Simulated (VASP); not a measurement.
# Li3Be4P (P6/mmm) in VASP: further runs

Runs on Li3Be4P. Level: PBE. Tasks: single point.

Program: VASP 6.6.1. These are calculated values, not measurements. Logs are shortened: lines on timing, memory, paths and dates and some standing lists are left out, and cuts for length are marked.

## 1. The cell of the first run

The structure is hexagonal, space group P6/mmm (No. 191). The conventional cell has a = 4.282 Å, b = 4.282 Å, c = 6.167 Å, α = 90.00°, β = 90.00°, γ = 120.00°. Li (site symmetry mmm) has 4 Be at 1.99 Å and 2 P at 2.14 Å and 4 Li at 2.14 Å within 2.6 Å. Be (site symmetry 3m) has 3 Li at 1.99 Å and 3 Be at 2.47 Å within 2.6 Å. Within 2.8 Å of P (site symmetry 6/mmm) lie 6 Li at 2.14 Å.

The cell was generated, and may not be a known phase.

## 2. Single point, PBE

INCAR reads:

```
PREC = Accurate
ENCUT = 520
EDIFF = 1E-7
ISMEAR = 0
SIGMA = 0.1
LREAL = False
LASPH = True
NELM = 100
ALGO = Normal
ISIF = 2
LWAVE = False
LCHARG = True
GGA = PE
LELF = True
LVHAR = True
NBANDS = 21
```

KPOINTS reads:

```
regular mesh
0
Gamma
  6 6 4
```

POSCAR reads:

```
Li3Be4P
1.0
    4.2818111600      0.0000000000      0.0000000000
   -2.1409055800      3.7081572400      0.0000000000
    0.0000000000      0.0000000000      6.1674078800
Li Be P
3 4 1
Direct
    0.5000000000      0.0000000000      0.5000000000
    0.0000000000      0.5000000000      0.5000000000
    0.5000000000      0.5000000000      0.5000000000
    0.3333333300      0.6666666700      0.7520725600
    0.6666666700      0.3333333300      0.7520725600
    0.6666666700      0.3333333300      0.2479274400
    0.3333333300      0.6666666700      0.2479274400
    0.0000000000      0.0000000000      0.5000000000
```

Potentials or basis: VASP PAW PBE potentials, release 64 (Li_sv, Be, P).

Launch:

```
cat potpaw_PBE.64/Li_sv/POTCAR potpaw_PBE.64/Be/POTCAR potpaw_PBE.64/P/POTCAR > POTCAR
mpirun -np 1 vasp_std > vasp.out
```

OUTCAR:

```text
PREC = Accurate
   ENCUT = 520
   EDIFF = 1E-7
   ISMEAR = 0
   LREAL = False
   LASPH = True
   NELM = 100
   ISIF = 2
   GGA = PE

 ion  position               nearest neighbor table
   1  0.500  0.000  0.500-   4 1.99   5 1.99   6 1.99   7 1.99   8 2.14   8 2.14   2 2.14   3 2.14
                             3 2.14   2 2.14
   2  0.000  0.500  0.500-   4 1.99   5 1.99   6 1.99   7 1.99   3 2.14   3 2.14   8 2.14   8 2.14
                             1 2.14   1 2.14
   3  0.500  0.500  0.500-   4 1.99   5 1.99   6 1.99   7 1.99   2 2.14   2 2.14   8 2.14   1 2.14
                             1 2.14   8 2.14
   4  0.333  0.667  0.752-   2 1.99   1 1.99   3 1.99
   5  0.667  0.333  0.752-   2 1.99   1 1.99   3 1.99
   6  0.667  0.333  0.248-   2 1.99   1 1.99   3 1.99
   7  0.333  0.667  0.248-   2 1.99   1 1.99   3 1.99
   8  0.000  0.000  0.500-   1 2.14   1 2.14   3 2.14   2 2.14   2 2.14   3 2.14

  LATTYP: Found a hexagonal cell.
 ALAT       =     4.2818111600
 C/A-ratio  =     1.4403736292

  Lattice vectors:

 A1 = (   4.2818111600,   0.0000000000,   0.0000000000)
 A2 = (  -2.1409055800,   3.7081572400,   0.0000000000)
 A3 = (   0.0000000000,   0.0000000000,   6.1674078800)

Analysis of symmetry for initial positions (statically):
=====================================================================
 Subroutine PRICEL returns:
 Original cell was already a primitive cell.

 Routine SETGRP: Setting up the symmetry group for a
 hexagonal supercell.

 Subroutine GETGRP returns: Found 24 space group operations
 (whereof 24 operations were pure point group operations)
 out of a pool of 24 trial point group operations.

The static configuration has the point symmetry D_6h.

Analysis of symmetry for dynamics (positions and initial velocities):
=====================================================================
 Subroutine PRICEL returns:
 Original cell was already a primitive cell.

 Routine SETGRP: Setting up the symmetry group for a
 hexagonal supercell.

 Subroutine GETGRP returns: Found 24 space group operations
 (whereof 24 operations were pure point group operations)
 out of a pool of 24 trial point group operations.

The dynamic configuration has the point symmetry D_6h.

 Subroutine INISYM returns: Found 24 space group operations
 (whereof 24 operations are pure point group operations),
 and found     1 'primitive' translations

----------------------------------------------------------------------------------------

                                     Primitive cell

  volume of cell :      97.9238

  direct lattice vectors                    reciprocal lattice vectors
     4.281811160  0.000000000  0.000000000     0.233546031  0.134837864  0.000000000
    -2.140905580  3.708157240  0.000000000     0.000000000  0.269675727  0.000000000
     0.000000000  0.000000000  6.167407880     0.000000000  0.000000000  0.162142673

  length of vectors
     4.281811160  4.281811161  6.167407880     0.269675727  0.269675727  0.162142673

  position of ions in fractional coordinates (direct lattice)
     0.500000000  0.000000000  0.500000000
     0.000000000  0.500000000  0.500000000
     0.500000000  0.500000000  0.500000000
     0.333333330  0.666666670  0.752072560
     0.666666670  0.333333330  0.752072560
     0.666666670  0.333333330  0.247927440
     0.333333330  0.666666670  0.247927440
     0.000000000  0.000000000  0.500000000

  ion indices of the primitive-cell ions
   primitive index   ion index
                 1           1
                 2           2
                 3           3
                 4           4
                 5           5
                 6           6
                 7           7
                 8           8

----------------------------------------------------------------------------------------

 KPOINTS: regular mesh

Automatic generation of k-mesh.
 Grid dimensions read from file:
 generate k-points for:    6    6    4

 Generating k-lattice:

  Cartesian coordinates                     Fractional coordinates (reciprocal lattice)
     0.038924338  0.022472977  0.000000000     0.166666667  0.000000000  0.000000000
     0.000000000  0.044945955  0.000000000     0.000000000  0.166666667  0.000000000
     0.000000000  0.000000000  0.040535668     0.000000000  0.000000000  0.250000000

  Length of vectors
     0.044945955  0.044945955  0.040535668

  Shift w.r.t. Gamma in fractional coordinates (k-lattice)
     0.000000000  0.000000000  0.000000000

 Subroutine IBZKPT returns following result:
 ===========================================

 Found     21 irreducible k-points:

 Following reciprocal coordinates:
            Coordinates               Weight
  0.000000  0.000000  0.000000      1.000000
  0.166667 -0.000000  0.000000      6.000000
  0.333333  0.000000  0.000000      6.000000
  0.500000  0.000000  0.000000      3.000000
  0.166667  0.166667  0.000000      6.000000
  0.333333  0.166667  0.000000     12.000000
[... 13 lines left out ...]
  0.333333  0.166667  0.500000     12.000000
  0.333333  0.333333  0.500000      2.000000
   k-points           NKPTS =     21   k-points in BZ     NKDIM =     21   number of bands    NBANDS=     21
   number of dos      NEDOS =    301   number of ions     NIONS =      8
   total plane-waves  NPLWV =  49152
   dimension x,y,z NGX =    32 NGY =   32 NGZ =   48
   dimension x,y,z NGXF=    64 NGYF=   64 NGZF=   96
   ions per type =               3   4   1
   NGX,Y,Z   is equivalent  to a cutoff of  12.42, 12.42, 12.94 a.u.
   NGXF,Y,Z  is equivalent  to a cutoff of  24.85, 24.85, 25.88 a.u.
 SYSTEM =  unknown system
   PREC   = accura    normal or accurate (medium, high low for compatibility)
   ISTART =      0    job   : 0-new  1-cont  2-samecut
   ICHARG =      2    charge: 1-file 2-atom 10-const
   ISPIN  =      1    spin polarized calculation?
   LNONCOLLINEAR =      F non collinear calculations
   LSORBIT =      F    spin-orbit coupling
   LASPH  =      T    aspherical Exc in radial PAW
   ENCUT  =  520.0 eV  38.22 Ry    6.18 a.u.   7.96  7.96 11.47*2*pi/ulx,y,z
   NELM   =    100;   NELMIN=  2; NELMDL= -5     # of ELM steps
   EDIFF  = 0.1E-06   stopping-criterion for ELM
   LREAL  =      F    real-space projection
   EDIFFG = 0.1E-05   stopping-criterion for IOM
   NSW    =      0    number of steps for IOM
   IBRION =     -1    ionic relax: 0-MD 1-quasi-New 2-CG
   NFREE  =      0    steps in history (QN), initial steepest desc. (CG)
   ISIF   =      2    stress and relaxation
   ISYM   =      2    0-nonsym 1-usesym 2-fastsym
   POTIM  = 0.5000    time-step for ionic-motion
   TEBEG  =    0.0;   TEEND  =   0.0 temperature during run
   PSTRESS=    0.0 pullay stress
   NELECT =      22.0000    total number of electrons
   NUPDOWN=      -1.0000    fix difference up-down
   EMIN   =  10.00;   EMAX   =-10.00  energy-range for DOS
   EFERMI =   0.00;   METHOD = LEGACY
   ISMEAR =     0;   SIGMA  =   0.10  broadening in eV -4-tet -1-fermi 0-gaus
   EFERMI_NEDOS =   21; number of points for ismear=-14 and -15
   IALGO  =     38    algorithm
   IMIX   =      4    mixing-type and parameters
     AMIX     =   0.40;   BMIX     =  1.00
     AMIX_MAG =   1.60;   BMIX_MAG =  1.00
  volume/ion in A,a.u.               =      12.24        82.60
  Fermi-wavevector in a.u.,A,eV,Ry     =   0.995221  1.880695 13.476098  0.990465
  Thomas-Fermi vector in A             =   2.127226
   LORBIT       =      0    0 simple, 1 ext, 2 COOP (PROOUT), +10 PAW based schemes
   GGA     = PE    functional components
   LHFCALC =     F    Hartree Fock is set to
   AEXX    =    0.0000 exact exchange contribution
   IVDW    =     0    specifies the selected vdW correction
   LEPSILON=     F    determine dielectric tensor
   LRPA    =     F    only Hartree local field effects (RPA)
 non-spin polarized calculation
 Gauss-broadening in eV      SIGMA  =   0.10
  energy-cutoff  :      520.00
  volume of cell :       97.92
 maximum number of plane-waves:      2661
 NGX is ok and might be reduce to    32
   NGX = 15   NGY = 15   NGZ = 23

 number of electron      22.0000025 magnetization

 Free energy of the ion-electron system (eV)
  ---------------------------------------------------
  ext. energy  EPLUGINS =         0.00000000
  ---------------------------------------------------
  free energy    TOTEN  =       -14.97673545 eV

  energy without entropy =      -14.96288527  energy(sigma->0) =      -14.96981036

 E-fermi :   3.5498     XC(G=0):  -8.9885

 val. band max:        3.5302482480   @ k =   0.3333   0.0000   0.5000
 cond. band min:       3.5577142947   @ k =   0.3333   0.0000   0.0000
 fundamental gap:      0.0274660467
 Fermi energy:         3.5497556595

 k-point     1 :       0.0000    0.0000    0.0000
  band No.  band energies     occupation
      1     -41.8708      2.00000
      2     -41.5162      2.00000
      3     -41.5162      2.00000
      4      -7.5264      2.00000
      5      -2.4723      2.00000
      6      -0.7540      2.00000
[... 13 lines left out ...]
     20       9.3631      0.00000
     21      10.0498      0.00000

 k-point     2 :       0.1667   -0.0000    0.0000
  band No.  band energies     occupation
      1     -41.8501      2.00000
      2     -41.5375      2.00000
      3     -41.5166      2.00000
      4      -7.5164      2.00000
      5      -2.2287      2.00000
      6      -1.3839      2.00000
[... 13 lines left out ...]
     20       9.2232      0.00000
     21       9.7607      0.00000
[... 415 lines left out ...]
      5      -1.9251      2.00000
      6      -1.3580      2.00000
[... 13 lines left out ...]
     20      10.3625      0.00000
     21      11.2999      0.00000

 k-point    21 :       0.3333    0.3333    0.5000
  band No.  band energies     occupation
      1     -41.6940      2.00000
      2     -41.6940      2.00000
      3     -41.5183      2.00000
      4      -7.4710      2.00000
      5      -1.6628      2.00000
      6      -1.6628      2.00000
[... 13 lines left out ...]
     20      10.2071      0.00000
     21      11.0779      0.00000

------------------------ aborting loop because EDIFF is reached ----------------------------------------

  FORCE on cell =-STRESS in cart. coord.  units (eV):
  Direction    XX          YY          ZZ          XY          YZ          ZX
  --------------------------------------------------------------------------------------
  -------------------------------------------------------------------------------------
  Total       10.3872638     10.3872638     13.7672179      0.0000000     -0.0000000      0.0000000
  in kB      169.9508813    169.9508814    225.2518911      0.0000000     -0.0000000      0.0000000
  external PRESSURE =     188.3845513 kB  Pullay stress =       0.0000000 kB

 VOLUME and BASIS-vectors are now :
 -----------------------------------------------------------------------------
  energy-cutoff  :      520.00
  volume of cell :       97.92
      direct lattice vectors                 reciprocal lattice vectors
     4.281811160  0.000000000  0.000000000     0.233546031  0.134837864  0.000000000
    -2.140905580  3.708157240  0.000000000     0.000000000  0.269675727  0.000000000
     0.000000000  0.000000000  6.167407880     0.000000000  0.000000000  0.162142673

 POSITION                                       TOTAL-FORCE (eV/Angst)
 -----------------------------------------------------------------------------------
      2.14091      0.00000      3.08370         0.000000      0.000000      0.000000
     -1.07045      1.85408      3.08370         0.000000      0.000000      0.000000
      1.07045      1.85408      3.08370         0.000000      0.000000      0.000000
     -0.00000      2.47210      4.63834         0.000000      0.000000      3.516904
      2.14091      1.23605      4.63834        -0.000000      0.000000      3.516904
      2.14091      1.23605      1.52907        -0.000000      0.000000     -3.516904
     -0.00000      2.47210      1.52907        -0.000000     -0.000000     -3.516904
      0.00000      0.00000      3.08370         0.000000      0.000000      0.000000
 -----------------------------------------------------------------------------------
    total drift:                               -0.000000      0.000000     -0.000000

  FREE ENERGIE OF THE ION-ELECTRON SYSTEM (eV)
  ---------------------------------------------------
  free  energy   TOTEN  =       -14.9767354495 eV

  energy  without entropy=      -14.9628852716  energy(sigma->0) =      -14.96981036
```

Run time: 23 s. Hardware: 1 thread of Intel Xeon 6975P-C (Granite Rapids), shared host; peak memory 0.21 GiB.

Results:

| Property | Result |
| --- | --- |
| Free energy | -14.9767 eV |
| Largest force | 3.517 eV/Å |
| Band gap on the k mesh | zero (bands 11 and 12 overlap by 1.16 eV) |

Forces in eV/Å, atoms in the order of the input:
```
Li   0.000  0.000  0.000
Li   0.000  0.000  0.000
Li   0.000  0.000  0.000
Be   0.000  0.000  3.517
Be   0.000  0.000  3.517
Be   0.000  0.000 -3.517
Be   0.000  0.000 -3.517
P    0.000  0.000  0.000
```

Caveat: the cutoff is under 1.25 times the usual one of these potentials, so pressure, stress and relaxed cells hold a basis-set (Pulay) error; forces of over 1 eV/Å act on the atoms, so gaps and moduli don't describe the material at rest.

## 3. Single point, PBE

This run uses another cell than the first one, of 14.69 Å³/atom.

INCAR reads:

```
SYSTEM = Li3Be4P
PREC     = Accurate       ! precision mode
ENCUT    = 520            ! plane-wave cutoff, eV
EDIFF    = 1E-7           ! SCF threshold, eV
ISMEAR   = 0              ! smearing method
SIGMA    = 0.1            ! smearing width, eV
LREAL    = .False.        ! projectors in reciprocal space
LASPH    = .True.         ! aspherical terms in the spheres
NELM     = 80             ! most SCF steps
ALGO     = Normal         ! electronic algorithm
ISIF     = 2              ! what is computed and relaxed
LWAVE    = .False.        ! write WAVECAR
LCHARG   = .True.         ! write CHGCAR
GGA      = PE             ! functional
LELF     = .True.         ! ELF
LVHAR    = .True.       
NBANDS   = 21             ! bands
```

KPOINTS reads:

```
Automatic mesh
0
Gamma
  6 6 4
  0 0 0
```

POSCAR reads:

```
Li3Be4P
1.0
    4.5852583802      0.0000000000      0.0000000000
   -2.2926291901      3.9709502402      0.0000000000
    0.0000000000      0.0000000000      6.4565460153
Li Be P
3 4 1
Direct
    0.5000000000      0.0000000000      0.5000000000
    0.0000000000      0.5000000000      0.5000000000
    0.5000000000      0.5000000000      0.5000000000
    0.3333333333      0.6666666667      0.8377668661
    0.6666666667      0.3333333333      0.8377668661
    0.6666666667      0.3333333333      0.1622331339
    0.3333333333      0.6666666667      0.1622331339
    0.0000000000      0.0000000000      0.5000000000
```

Potentials or basis: VASP PAW PBE potentials, release 64 (Li_sv, Be, P).

Launch:

```
cat potpaw_PBE.64/Li_sv/POTCAR potpaw_PBE.64/Be/POTCAR potpaw_PBE.64/P/POTCAR > POTCAR
mpirun -np 1 vasp_std > vasp.out
```

It took 31 s on 1 thread of Intel Xeon 6975P-C (Granite Rapids), shared host; peak memory 0.24 GiB.

The run converged. Its results:

```yaml
Free_energy: -19.6600 eV
Largest_force: 0.005 eV/Å
Band_gap_on_the_k_mesh: zero (bands 11 and 12 overlap by 1.63 eV)
```

Forces in eV/Å, atoms in the order of the input:
```
Li   0.000  0.000  0.000
Li   0.000  0.000  0.000
Li   0.000  0.000  0.000
Be   0.000  0.000  0.005
Be   0.000  0.000  0.005
Be   0.000  0.000 -0.005
Be   0.000  0.000 -0.005
P    0.000  0.000  0.000
```

Levels at points of the mesh, in eV from the Fermi level:
```tsv
k point	band 9	band 10	band 11	band 12	band 13	band 14
(0.00, 0.00, 0.00)	-0.46	0.14	0.46	0.46	1.52	1.58
(0.50, 0.00, 0.00)	-2.56	-2.33	-0.27	0.30	1.16	1.49
(0.00, 0.00, 0.50)	-2.29	0.17	0.44	0.44	1.47	2.09
(0.50, 0.00, 0.50)	-1.43	-0.85	-0.60	-0.16	1.19	2.06
```

Caveat: the cutoff is under 1.25 times the usual one of these potentials, so pressure, stress and relaxed cells hold a basis-set (Pulay) error.

The gap in the log of VASP goes by the Fermi energy; the results here count the filled bands.